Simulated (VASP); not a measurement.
A run of VASP 6.6.1 is set up as follows.

Contents of INCAR:

```
SYSTEM = MgS
  PREC = Accurate
  ENCUT = 520
  EDIFF = 1E-7
  ISMEAR = 0
  SIGMA = 0.05
  LREAL = .False.
  LASPH = .True.
  NELM = 100
  ALGO = Normal
  ISIF = 2
  LWAVE = .False.
  LCHARG = .False.
  GGA = CA
  NBANDS = 11
```

Contents of KPOINTS:

```
regular mesh
0
Gamma
  8 8 8
  0 0 0
```

POSCAR

```
MgS
1.0
    0.0000000000      2.5366087500      2.4715675000
    2.5366087500      0.0000000000      2.4715675000
    2.5366087500      2.5366087500      0.0000000000
Mg S
1 1
Direct
    0.0000000000      0.0000000000      0.0000000000
    0.5000000000      0.5000000000      0.5000000000
```

Potentials or basis: VASP PAW LDA potentials, release 64 (Mg, S).

The run is started by

```sh
$ cat potpaw_LDA.64/Mg/POTCAR potpaw_LDA.64/S/POTCAR > POTCAR
$ mpirun -np 1 vasp_std > vasp.out
```

What does it give for the band gap on the k mesh?

2.63 eV, indirect (least direct gap 4.30 eV).

Estimate the pressure.

5.1 GPa.

Stress tensor (GPa, compression positive):
```
3.59 0.00 0.00
0.00 3.59 0.00
0.00 0.00 7.99
```

Caveat: the cell differs from its parent crystal (strain -0.025 along x and y, -0.050 along z). A k mesh can miss the band edges.
